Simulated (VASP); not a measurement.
# Cd (Fd-3m) in VASP: a series of runs, part 2 of 2

VASP 6.6.1. Earlier steps stand in the parts before.

## 3. Single point, PBEsol

This run uses another cell than the first one, of 23.90 Å³/atom.

Input file INCAR:

```
SYSTEM = Cd
PREC = Accurate ; ENCUT = 520
EDIFF = 1E-6 ; ISMEAR = 1
SIGMA = 0.1 ; LREAL = .False.
LASPH = .True. ; NELM = 100
ALGO = Normal ; ISIF = 2
LWAVE = .False. ; LCHARG = .False.
GGA = PS ; NBANDS = 19
```

Input file KPOINTS:

```
Automatic mesh
0
Gamma
  12 12 12
  0 0 0
```

Input file POSCAR:

```
Cd
1.0
    0.0000000000      2.8803911129      2.8803911129
    2.8803911129      0.0000000000      2.8803911129
    2.8803911129      2.8803911129      0.0000000000
Cd
2
Direct
    0.0000000000      0.0000000000      0.0000000000
    0.2500000000      0.2500000000      0.2500000000
```

Potentials or basis: VASP PAW PBE potentials, release 64 (Cd).

Launch:

```sh
$ cat potpaw_PBE.64/Cd/POTCAR > POTCAR
$ mpirun -np 1 vasp_std > vasp.out
```

OUTCAR:

```text
SYSTEM = Cd
   PREC = Accurate
   ENCUT = 520
   EDIFF = 1E-6
   ISMEAR = 1
   LREAL = .False.
   LASPH = .True.
   NELM = 100
   ISIF = 2
   GGA = PS

 ion  position               nearest neighbor table
   1  0.000  0.000  0.000-   2 2.49   2 2.49   2 2.49   2 2.49
   2  0.250  0.250  0.250-   1 2.49   1 2.49   1 2.49   1 2.49

  LATTYP: Found a face centered cubic cell.
 ALAT       =     5.7607822258

  Lattice vectors:

 A1 = (   0.0000000000,   2.8803911129,   2.8803911129)
 A2 = (   2.8803911129,   0.0000000000,   2.8803911129)
 A3 = (   2.8803911129,   2.8803911129,   0.0000000000)

Analysis of symmetry for initial positions (statically):
=====================================================================
 Subroutine PRICEL returns:
 Original cell was already a primitive cell.

 Routine SETGRP: Setting up the symmetry group for a
 face centered cubic supercell.

 Subroutine GETGRP returns: Found 48 space group operations
 (whereof 24 operations were pure point group operations)
 out of a pool of 48 trial point group operations.

The static configuration has the point symmetry T_d .
 The point group associated with its full space group is O_h .

Analysis of symmetry for dynamics (positions and initial velocities):
=====================================================================
 Subroutine PRICEL returns:
 Original cell was already a primitive cell.

 Routine SETGRP: Setting up the symmetry group for a
 face centered cubic supercell.

 Subroutine GETGRP returns: Found 48 space group operations
 (whereof 24 operations were pure point group operations)
 out of a pool of 48 trial point group operations.

The dynamic configuration has the point symmetry T_d .
 The point group associated with its full space group is O_h .

 Subroutine INISYM returns: Found 48 space group operations
 (whereof 24 operations are pure point group operations),
 and found     1 'primitive' translations

----------------------------------------------------------------------------------------
[... 111 lines left out ...]
   IMIX   =      4    mixing-type and parameters
     AMIX     =   0.40;   BMIX     =  1.00
     AMIX_MAG =   1.60;   BMIX_MAG =  1.00
  volume/ion in A,a.u.               =      23.90       161.27
  Fermi-wavevector in a.u.,A,eV,Ry     =   1.301219  2.458948 23.036994  1.693171
  Thomas-Fermi vector in A             =   2.432367
   LORBIT       =      0    0 simple, 1 ext, 2 COOP (PROOUT), +10 PAW based schemes
   GGA     = PS    functional components
   LHFCALC =     F    Hartree Fock is set to
   AEXX    =    0.0000 exact exchange contribution
   IVDW    =     0    specifies the selected vdW correction
   LEPSILON=     F    determine dielectric tensor
   LRPA    =     F    only Hartree local field effects (RPA)
 non-spin polarized calculation
 Methfessel and Paxton  Order N= 1 SIGMA  =   0.10
  energy-cutoff  :      520.00
  volume of cell :       47.80
 maximum number of plane-waves:      1305
   NGX = 15   NGY = 15   NGZ = 15

 number of electron      24.0000016 magnetization

 Free energy of the ion-electron system (eV)
  ---------------------------------------------------
  ext. energy  EPLUGINS =         0.00000000
  ---------------------------------------------------
  free energy    TOTEN  =        -0.54748397 eV

  energy without entropy =       -0.54572905  energy(sigma->0) =       -0.54689900

 E-fermi :   1.9315     XC(G=0): -10.4272

 val. band max:        1.8948351721   @ k =  -0.3333   0.2500   0.0000
 cond. band min:       1.9358438932   @ k =  -0.3333   0.3333   0.1667
 fundamental gap:      0.0410087211
 Fermi energy:         1.9314638419

 k-point     1 :       0.0000    0.0000    0.0000
  band No.  band energies     occupation
      1      -8.2477      2.00000
      2      -8.2477      2.00000
      3      -8.2477      2.00000
      4      -8.1897      2.00000
      5      -8.1897      2.00000
      6      -6.7288      2.00000
[... 505 lines left out ...]
      6      -7.3096      2.00000
[... 11 lines left out ...]
     18      13.5377      0.00000
     19      14.8976      0.00000

 [... further k-points ...]

------------------------ aborting loop because EDIFF is reached ----------------------------------------

  FORCE on cell =-STRESS in cart. coord.  units (eV):
  Direction    XX          YY          ZZ          XY          YZ          ZX
  --------------------------------------------------------------------------------------
  -------------------------------------------------------------------------------------
  Total        6.2888291      6.2888291      6.2888291     -0.0000000      0.0000000      0.0000000
  in kB      210.8123228    210.8123228    210.8123228     -0.0000000      0.0000000      0.0000000
  external PRESSURE =     210.8123228 kB  Pullay stress =       0.0000000 kB

 VOLUME and BASIS-vectors are now :
 -----------------------------------------------------------------------------
  energy-cutoff  :      520.00
  volume of cell :       47.80
      direct lattice vectors                 reciprocal lattice vectors
     0.000000000  2.880391113  2.880391113    -0.173587537  0.173587537  0.173587537
     2.880391113  0.000000000  2.880391113     0.173587537 -0.173587537  0.173587537
     2.880391113  2.880391113  0.000000000     0.173587537  0.173587537 -0.173587537

 POSITION                                       TOTAL-FORCE (eV/Angst)
 -----------------------------------------------------------------------------------
      0.00000      0.00000      0.00000        -0.000000     -0.000000     -0.000000
      1.44020      1.44020      1.44020         0.000000      0.000000      0.000000
 -----------------------------------------------------------------------------------
    total drift:                                0.000000     -0.000000      0.000000

  FREE ENERGIE OF THE ION-ELECTRON SYSTEM (eV)
  ---------------------------------------------------
  free  energy   TOTEN  =        -0.5474839716 eV

  energy  without entropy=       -0.5457290530  energy(sigma->0) =       -0.54689900
```

It took 21 s on 1 thread of Intel Xeon 6975P-C (Granite Rapids), shared host; peak memory 0.2 GiB.

Results:

```
Free energy            : -0.5475 eV
Pressure               : 21.1 GPa
Band gap on the k mesh : zero (bands 12 and 13 overlap by 7.67 eV)
```

Levels at points of the mesh, in eV from the Fermi level:
```
           k point  band 10  band 11  band 12  band 13  band 14  band 15
(0.00, 0.00, 0.00)    -8.14    -8.14     6.67     6.67     6.67     7.54
(0.50, 0.00, 0.00)    -8.15    -4.60    -3.61     4.01     4.01     7.61
(0.50, 0.50, 0.00)    -8.03    -3.09    -3.09     1.03     1.03     5.03
```

Caveat: the cell stands under pressure; the PAW data sets were made with another functional, which shifts forces and pressure a little.

## 4. Single point, PBEsol

This run uses another cell than the first one, of 26.69 Å³/atom.

Input file INCAR:

```
PREC = Accurate ; ENCUT = 520
EDIFF = 1E-6 ; ISMEAR = 1
SIGMA = 0.1 ; LREAL = F
LASPH = T ; NELM = 80
ALGO = Normal ; ISIF = 2
LWAVE = F ; LCHARG = T
GGA = PS ; LELF = T
LVHAR = T ; NBANDS = 19
```

Input file KPOINTS:

```
regular mesh
0
Gamma
  12 12 12
```

Input file POSCAR:

```
Cd
1.0
    0.0000000000      2.9886313048      2.9886313048
    2.9886313048      0.0000000000      2.9886313048
    2.9886313048      2.9886313048      0.0000000000
Cd
2
Direct
    0.0000000000      0.0000000000      0.0000000000
    0.2500000000      0.2500000000      0.2500000000
```

Launch:

```sh
$ cat potpaw_PBE.64/Cd/POTCAR > POTCAR
$ mpirun -np 1 vasp_std > vasp.out
```

Run time: 16 s. Hardware: 1 thread of Intel Xeon 6975P-C (Granite Rapids), shared host; peak memory 0.2 GiB.

The run converged. Its results:

```
Free energy            : -1.0829 eV
Pressure               : 10.6 GPa
Band gap on the k mesh : zero (bands 12 and 13 overlap by 6.80 eV)
```

Levels at points of the mesh, in eV from the Fermi level:
```tsv
k point	band 8	band 9	band 10	band 11	band 12	band 13	band 14	band 15	band 16	band 17
(0.00, 0.00, 0.00)	-8.49	-8.11	-8.11	-7.78	5.98	5.98	5.98	6.98	6.98	6.98
(0.50, 0.00, 0.00)	-8.48	-8.10	-8.10	-4.51	-3.22	3.66	3.66	6.63	7.70	7.70
(0.50, 0.50, 0.00)	-8.65	-8.00	-8.00	-3.00	-3.00	1.05	1.05	4.65	4.65	15.07
```

Caveat: the cell stands under pressure; the PAW data sets were made with another functional, which shifts forces and pressure a little.

## 5. Single point, PBEsol

This run uses another cell than the first one, of 33.56 Å³/atom.

Input file INCAR:

```
SYSTEM = Cd
PREC = Accurate
ENCUT = 520
EDIFF = 1E-7
ISMEAR = 1
SIGMA = 0.1
LREAL = .False.
LASPH = .True.
NELM = 100
ALGO = Normal
ISIF = 2
LWAVE = .False.
LCHARG = .False.
GGA = PS
NBANDS = 19
```

Input file KPOINTS:

```
Automatic mesh
0
Gamma
  12 12 12
  0 0 0
```

Input file POSCAR:

```
Cd
1.0
    0.0000000000      3.2256490262      3.2256490262
    3.2256490262      0.0000000000      3.2256490262
    3.2256490262      3.2256490262      0.0000000000
Cd
2
Direct
    0.0000000000      0.0000000000      0.0000000000
    0.2500000000      0.2500000000      0.2500000000
```

Launch:

```sh
$ cat potpaw_PBE.64/Cd/POTCAR > POTCAR
$ mpirun -np 1 vasp_std > vasp.out
```

Run time: 38 s. Hardware: 1 thread of Intel Xeon 6975P-C (Granite Rapids), shared host; peak memory 0.23 GiB.

Results (log left out):

* Free energy: -1.4493 eV
* Pressure: 0.2 GPa
* Band gap on the k mesh: zero (bands 12 and 13 overlap by 5.26 eV)

Levels at points of the mesh, in eV from the Fermi level:
| k point | band 9 | band 10 | band 11 | band 12 | band 13 | band 14 | band 15 | band 16 |
| --- | --- | --- | --- | --- | --- | --- | --- | --- |
| (0.00, 0.00, 0.00) | -8.17 | -8.17 | -6.73 | 4.72 | 4.72 | 4.72 | 5.72 | 5.90 |
| (0.50, 0.00, 0.00) | -8.14 | -8.14 | -4.35 | -2.66 | 2.96 | 2.96 | 4.83 | 6.64 |
| (0.50, 0.50, 0.00) | -8.08 | -8.08 | -2.93 | -2.93 | 0.98 | 0.98 | 3.91 | 3.91 |

Caveat: the PAW data sets were made with another functional, which shifts forces and pressure a little.

## 6. Overview

```csv
cell,gap on the mesh (eV),pressure (GPa)
"a = 3.974 Å, angles 60.0°, 2 atoms",none,31.6
"a = 4.073 Å, angles 60.0°, 2 atoms",none,21.1
"a = 4.227 Å, angles 60.0°, 2 atoms",none,10.6
"a = 4.562 Å, angles 60.0°, 2 atoms",none,0.2
```

Alike in all rows: task single point; level PBEsol; potentials or basis VASP PAW PBE potentials, release 64 (Cd); no spin polarisation; k mesh 12 × 12 × 12; cutoff (eV) 520; smearing methfessel-paxton 0.1 eV.

Caveats: the PAW data sets were made with another functional, which shifts forces and pressure a little; the cell stands under pressure (at least some runs).

Absolute energies hang on the potentials; compare differences alone.

The gap in the log of VASP goes by the Fermi energy; the results here count the filled bands.